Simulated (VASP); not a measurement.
# Sn (Fd-3m) in VASP: a series of runs

Sn is run at these levels: PBE; tasks: single point.

Program: VASP 6.6.1. These are calculated values, not measurements. Logs are shortened: lines on timing, memory, paths and dates and some standing lists are left out, and cuts for length are marked.

### Step 1. The cell of the first run

The structure is cubic, space group Fd-3m (No. 227). The conventional cell has a = 6.492 Å, b = 6.492 Å, c = 6.492 Å, α = 90.00°, β = 90.00°, γ = 90.00°. Within 3.7 Å of Sn (site symmetry -43m) lie 4 Sn at 2.81 Å.

### Step 2. Single point, PBE

Contents of INCAR:

```
PREC = Accurate
ENCUT = 520
EDIFF = 1E-6
ISMEAR = 0
SIGMA = 0.05
LREAL = F
LASPH = T
NELM = 60
ALGO = Normal
ISIF = 2
LWAVE = F
LCHARG = F
GGA = PE
NBANDS = 21
```

Contents of KPOINTS:

```
Automatic mesh
0
Gamma
  6 6 6
```

Contents of POSCAR:

```
Sn
1.0
    0.0000000000      3.2459515666      3.2459515666
    3.2459515666      0.0000000000      3.2459515666
    3.2459515666      3.2459515666      0.0000000000
Sn
2
Direct
    0.7500000000      0.7500000000      0.7500000000
    0.5000000000      0.5000000000      0.5000000000
```

Potentials or basis: VASP PAW PBE potentials, release 64 (Sn_d).

The run is started by

```bash
$ cat potpaw_PBE.64/Sn_d/POTCAR > POTCAR
$ mpirun -np 1 vasp_std > vasp.out
```

OUTCAR:

```text
PREC = Accurate
   ENCUT = 520
   EDIFF = 1E-6
   ISMEAR = 0
   LREAL = F
   LASPH = T
   NELM = 60
   ISIF = 2
   GGA = PE

 ion  position               nearest neighbor table
   1  0.750  0.750  0.750-   2 2.81   2 2.81   2 2.81   2 2.81
   2  0.500  0.500  0.500-   1 2.81   1 2.81   1 2.81   1 2.81

  LATTYP: Found a face centered cubic cell.
 ALAT       =     6.4919031332

  Lattice vectors:

 A1 = (   0.0000000000,   3.2459515666,   3.2459515666)
 A2 = (   3.2459515666,   0.0000000000,   3.2459515666)
 A3 = (   3.2459515666,   3.2459515666,   0.0000000000)

Analysis of symmetry for initial positions (statically):
=====================================================================
 Subroutine PRICEL returns:
 Original cell was already a primitive cell.

 Routine SETGRP: Setting up the symmetry group for a
 face centered cubic supercell.

 Subroutine GETGRP returns: Found 48 space group operations
 (whereof 24 operations were pure point group operations)
 out of a pool of 48 trial point group operations.

The static configuration has the point symmetry T_d .
 The point group associated with its full space group is O_h .

Analysis of symmetry for dynamics (positions and initial velocities):
=====================================================================
 Subroutine PRICEL returns:
 Original cell was already a primitive cell.

 Routine SETGRP: Setting up the symmetry group for a
 face centered cubic supercell.

 Subroutine GETGRP returns: Found 48 space group operations
 (whereof 24 operations were pure point group operations)
 out of a pool of 48 trial point group operations.

The dynamic configuration has the point symmetry T_d .
 The point group associated with its full space group is O_h .

 Subroutine INISYM returns: Found 48 space group operations
 (whereof 24 operations are pure point group operations),
 and found     1 'primitive' translations

----------------------------------------------------------------------------------------

                                     Primitive cell

  volume of cell :      68.4000

  direct lattice vectors                    reciprocal lattice vectors
     0.000000000  3.245951567  3.245951567    -0.154038035  0.154038035  0.154038035
     3.245951567  0.000000000  3.245951567     0.154038035 -0.154038035  0.154038035
     3.245951567  3.245951567  0.000000000     0.154038035  0.154038035 -0.154038035

  length of vectors
     4.590468728  4.590468728  4.590468728     0.266801702  0.266801702  0.266801702

  position of ions in fractional coordinates (direct lattice)
     0.750000000  0.750000000  0.750000000
     0.500000000  0.500000000  0.500000000

  ion indices of the primitive-cell ions
   primitive index   ion index
                 1           1
                 2           2

----------------------------------------------------------------------------------------

 KPOINTS: Automatic mesh

Automatic generation of k-mesh.
 Grid dimensions read from file:
 generate k-points for:    6    6    6

 Generating k-lattice:

  Cartesian coordinates                     Fractional coordinates (reciprocal lattice)
    -0.025673006  0.025673006  0.025673006     0.166666667  0.000000000  0.000000000
     0.025673006 -0.025673006  0.025673006     0.000000000  0.166666667  0.000000000
     0.025673006  0.025673006 -0.025673006     0.000000000  0.000000000  0.166666667

  Length of vectors
     0.044466950  0.044466950  0.044466950

  Shift w.r.t. Gamma in fractional coordinates (k-lattice)
     0.000000000  0.000000000  0.000000000

 Subroutine IBZKPT returns following result:
 ===========================================

 Found     16 irreducible k-points:

 Following reciprocal coordinates:
            Coordinates               Weight
  0.000000  0.000000  0.000000      1.000000
  0.166667  0.000000  0.000000      8.000000
  0.333333  0.000000  0.000000      8.000000
  0.500000  0.000000  0.000000      4.000000
  0.166667  0.166667  0.000000      6.000000
  0.333333  0.166667  0.000000     24.000000
[... 8 lines left out ...]
 -0.333333  0.333333  0.166667     24.000000
 -0.333333  0.500000  0.166667     12.000000
   k-points           NKPTS =     16   k-points in BZ     NKDIM =     16   number of bands    NBANDS=     21
   number of dos      NEDOS =    301   number of ions     NIONS =      2
   total plane-waves  NPLWV =  46656
   dimension x,y,z NGX =    36 NGY =   36 NGZ =   36
   dimension x,y,z NGXF=    72 NGYF=   72 NGZF=   72
   ions per type =               2
   NGX,Y,Z   is equivalent  to a cutoff of  13.04, 13.04, 13.04 a.u.
   NGXF,Y,Z  is equivalent  to a cutoff of  26.08, 26.08, 26.08 a.u.
 SYSTEM =  unknown system
   PREC   = accura    normal or accurate (medium, high low for compatibility)
   ISTART =      0    job   : 0-new  1-cont  2-samecut
   ICHARG =      2    charge: 1-file 2-atom 10-const
   ISPIN  =      1    spin polarized calculation?
   LNONCOLLINEAR =      F non collinear calculations
   LSORBIT =      F    spin-orbit coupling
   LASPH  =      T    aspherical Exc in radial PAW
   ENCUT  =  520.0 eV  38.22 Ry    6.18 a.u.   8.54  8.54  8.54*2*pi/ulx,y,z
   NELM   =     60;   NELMIN=  2; NELMDL= -5     # of ELM steps
   EDIFF  = 0.1E-05   stopping-criterion for ELM
   LREAL  =      F    real-space projection
   EDIFFG = 0.1E-04   stopping-criterion for IOM
   NSW    =      0    number of steps for IOM
   IBRION =     -1    ionic relax: 0-MD 1-quasi-New 2-CG
   NFREE  =      0    steps in history (QN), initial steepest desc. (CG)
   ISIF   =      2    stress and relaxation
   ISYM   =      2    0-nonsym 1-usesym 2-fastsym
   POTIM  = 0.5000    time-step for ionic-motion
   TEBEG  =    0.0;   TEEND  =   0.0 temperature during run
   PSTRESS=    0.0 pullay stress
   NELECT =      28.0000    total number of electrons
   NUPDOWN=      -1.0000    fix difference up-down
   EMIN   =  10.00;   EMAX   =-10.00  energy-range for DOS
   EFERMI =   0.00;   METHOD = LEGACY
   ISMEAR =     0;   SIGMA  =   0.05  broadening in eV -4-tet -1-fermi 0-gaus
   EFERMI_NEDOS =   21; number of points for ismear=-14 and -15
   IALGO  =     38    algorithm
   IMIX   =      4    mixing-type and parameters
     AMIX     =   0.40;   BMIX     =  1.00
     AMIX_MAG =   1.60;   BMIX_MAG =  1.00
  volume/ion in A,a.u.               =      34.20       230.79
  Fermi-wavevector in a.u.,A,eV,Ry     =   1.215557  2.297070 20.103694  1.477580
  Thomas-Fermi vector in A             =   2.350940
   LORBIT       =      0    0 simple, 1 ext, 2 COOP (PROOUT), +10 PAW based schemes
   GGA     = PE    functional components
   LHFCALC =     F    Hartree Fock is set to
   AEXX    =    0.0000 exact exchange contribution
   IVDW    =     0    specifies the selected vdW correction
   LEPSILON=     F    determine dielectric tensor
   LRPA    =     F    only Hartree local field effects (RPA)
 non-spin polarized calculation
 Gauss-broadening in eV      SIGMA  =   0.05
  energy-cutoff  :      520.00
  volume of cell :       68.40
 maximum number of plane-waves:      1868
 NGX is ok and might be reduce to    36
   NGX = 17   NGY = 17   NGZ = 17

 number of electron      28.0000001 magnetization

 Free energy of the ion-electron system (eV)
  ---------------------------------------------------
  ext. energy  EPLUGINS =         0.00000000
  ---------------------------------------------------
  free energy    TOTEN  =        -7.60980015 eV

  energy without entropy =       -7.60926737  energy(sigma->0) =       -7.60953376

 E-fermi :   5.6269     XC(G=0):  -8.8657

 val. band max:        5.2792973738   @ k =   0.1667   0.0000   0.0000
 cond. band min:       5.6271442472   @ k =   0.5000   0.0000   0.0000
 fundamental gap:      0.3478468734
 Fermi energy:         5.6269098121

 k-point     1 :       0.0000    0.0000    0.0000
  band No.  band energies     occupation
      1     -16.0430      2.00000
      2     -16.0430      2.00000
      3     -16.0430      2.00000
      4     -15.9837      2.00000
      5     -15.9837      2.00000
      6     -15.6755      2.00000
[... 13 lines left out ...]
     20      13.5915      0.00000
     21      13.5916      0.00000

 k-point     2 :       0.1667    0.0000    0.0000
  band No.  band energies     occupation
      1     -16.0591      2.00000
      2     -16.0591      2.00000
      3     -16.0366      2.00000
      4     -15.9602      2.00000
      5     -15.9602      2.00000
      6     -15.7055      2.00000
[... 13 lines left out ...]
     20      12.5429      0.00000
     21      12.5429      0.00000

 k-point     3 :       0.3333    0.0000    0.0000
  band No.  band energies     occupation
      1     -16.0748      2.00000
      2     -16.0748      2.00000
      3     -16.0233      2.00000
      4     -15.9321      2.00000
      5     -15.9321      2.00000
      6     -15.7288      2.00000
[... 13 lines left out ...]
     20      12.9635      0.00000
     21      12.9635      0.00000

 k-point     4 :       0.5000    0.0000    0.0000
  band No.  band energies     occupation
      1     -16.0791      2.00000
      2     -16.0791      2.00000
      3     -16.0162      2.00000
      4     -15.9233      2.00000
      5     -15.9233      2.00000
      6     -15.7351      2.00000
[... 13 lines left out ...]
     20      14.4229      0.00000
     21      14.4230      0.00000

 k-point     5 :       0.1667    0.1667    0.0000
  band No.  band energies     occupation
      1     -16.0574      2.00000
      2     -16.0574      2.00000
      3     -16.0518      2.00000
      4     -15.9619      2.00000
      5     -15.9330      2.00000
      6     -15.7521      2.00000
[... 13 lines left out ...]
     20      12.2382      0.00000
     21      13.8994      0.00000
[... 190 lines left out ...]
     20      14.9469      0.00000
     21      16.0568      0.00000

 k-point    14 :       0.5000    0.3333    0.1667
  band No.  band energies     occupation
      1     -16.1002      2.00000
      2     -16.0946      2.00000
      3     -15.9835      2.00000
      4     -15.9034      2.00000
      5     -15.8566      2.00000
      6     -15.8292      2.00000
[... 13 lines left out ...]
     20      13.7090      0.00000
     21      15.4329      0.00000

 k-point    15 :      -0.3333    0.3333    0.1667
  band No.  band energies     occupation
      1     -16.1140      2.00000
      2     -16.0994      2.00000
      3     -15.9510      2.00000
      4     -15.8770      2.00000
      5     -15.8472      2.00000
      6     -15.8340      2.00000
[... 13 lines left out ...]
     20      14.9798      0.00000
     21      15.3357      0.00000

 k-point    16 :      -0.3333    0.5000    0.1667
  band No.  band energies     occupation
      1     -16.1079      2.00000
      2     -16.1079      2.00000
      3     -15.9198      2.00000
      4     -15.9198      2.00000
      5     -15.8274      2.00000
      6     -15.8274      2.00000
[... 13 lines left out ...]
     20      14.6941      0.00000
     21      15.8729      0.00000

------------------------ aborting loop because EDIFF is reached ----------------------------------------

  FORCE on cell =-STRESS in cart. coord.  units (eV):
  Direction    XX          YY          ZZ          XY          YZ          ZX
  --------------------------------------------------------------------------------------
  -------------------------------------------------------------------------------------
  Total        1.3776363      1.3776363      1.3776363     -0.0000000      0.0000000     -0.0000000
  in kB       32.2692647     32.2692647     32.2692647     -0.0000000      0.0000000     -0.0000000
  external PRESSURE =      32.2692647 kB  Pullay stress =       0.0000000 kB

 VOLUME and BASIS-vectors are now :
 -----------------------------------------------------------------------------
  energy-cutoff  :      520.00
  volume of cell :       68.40
      direct lattice vectors                 reciprocal lattice vectors
     0.000000000  3.245951567  3.245951567    -0.154038035  0.154038035  0.154038035
     3.245951567  0.000000000  3.245951567     0.154038035 -0.154038035  0.154038035
     3.245951567  3.245951567  0.000000000     0.154038035  0.154038035 -0.154038035

 POSITION                                       TOTAL-FORCE (eV/Angst)
 -----------------------------------------------------------------------------------
      4.86893      4.86893      4.86893         0.000000      0.000000      0.000000
      3.24595      3.24595      3.24595        -0.000000     -0.000000     -0.000000
 -----------------------------------------------------------------------------------
    total drift:                                0.000000      0.000000      0.000000

  FREE ENERGIE OF THE ION-ELECTRON SYSTEM (eV)
  ---------------------------------------------------
  free  energy   TOTEN  =        -7.6098001507 eV

  energy  without entropy=       -7.6092673670  energy(sigma->0) =       -7.60953376
```

Wall time 8.7 s (1 thread of Intel Xeon 6975P-C (Granite Rapids), shared host); peak memory 0.2 GiB.

Results:

```
Free energy            : -7.6098 eV
Pressure               : 3.2 GPa
Band gap on the k mesh : zero (band 14 reaches 5.72 eV, above the bottom of band 15 at 5.63 eV)
```

Levels at points of the mesh, in eV from the Fermi level:
```
           k point  band 11  band 12  band 13  band 14  band 15  band 16  band 17  band 18
(0.00, 0.00, 0.00)   -10.59    -0.63     0.10     0.10     0.10     2.17     2.17     2.17
(0.50, 0.00, 0.00)    -8.97    -6.28    -1.11    -1.11     0.00     3.24     3.24     5.66
(0.50, 0.50, 0.00)    -7.50    -7.50    -2.45    -2.45     0.83     0.83     7.73     7.73
```

Caveat: spin-orbit coupling is left out, which moves the levels of the heavy elements.

### Step 3. Single point, PBE

This run uses another cell than the first one, of 36.86 Å³/atom, 1.078 times its volume.

Contents of INCAR:

```
SYSTEM = Sn
ALGO = Normal
EDIFF = 1E-6
ENCUT = 520
GGA = PE
ISIF = 2
ISMEAR = 0
LASPH = .TRUE.
LCHARG = .FALSE.
LREAL = .FALSE.
LWAVE = .FALSE.
NBANDS = 21
NELM = 80
PREC = Accurate
SIGMA = 0.05
```

Contents of KPOINTS:

```
k-points
0
G
  6 6 6
  0 0 0
```

Contents of POSCAR:

```
Sn
1.0
    0.0000000000      3.3279681522      3.3279681522
    3.3279681522      0.0000000000      3.3279681522
    3.3279681522      3.3279681522      0.0000000000
Sn
2
Direct
    0.7500000000      0.7500000000      0.7500000000
    0.5000000000      0.5000000000      0.5000000000
```

Potentials or basis: VASP PAW PBE potentials, release 64 (Sn_d).

The run is started by

```bash
$ cat potpaw_PBE.64/Sn_d/POTCAR > POTCAR
$ mpirun -np 1 vasp_std > vasp.out
```

It took 9.2 s on 1 thread of Intel Xeon 6975P-C (Granite Rapids), shared host; peak memory 0.2 GiB.

Results (log left out):

```
Free energy            : -7.6604 eV
Pressure               : 0.0 GPa
Band gap on the k mesh : zero (band 14 reaches 4.96 eV, above the bottom of band 15 at 4.73 eV)
```

Levels at points of the mesh, in eV from the Fermi level:
| k point | band 11 | band 12 | band 13 | band 14 | band 15 | band 16 | band 17 | band 18 |
| --- | --- | --- | --- | --- | --- | --- | --- | --- |
| (0.00, 0.00, 0.00) | -9.97 | -1.01 | 0.23 | 0.23 | 0.23 | 2.29 | 2.29 | 2.29 |
| (0.50, 0.00, 0.00) | -8.50 | -5.89 | -0.86 | -0.86 | 0.00 | 3.34 | 3.34 | 5.83 |
| (0.50, 0.50, 0.00) | -7.12 | -7.12 | -2.08 | -2.08 | 1.04 | 1.04 | 7.39 | 7.39 |

Caveat: spin-orbit coupling is left out, which moves the levels of the heavy elements.
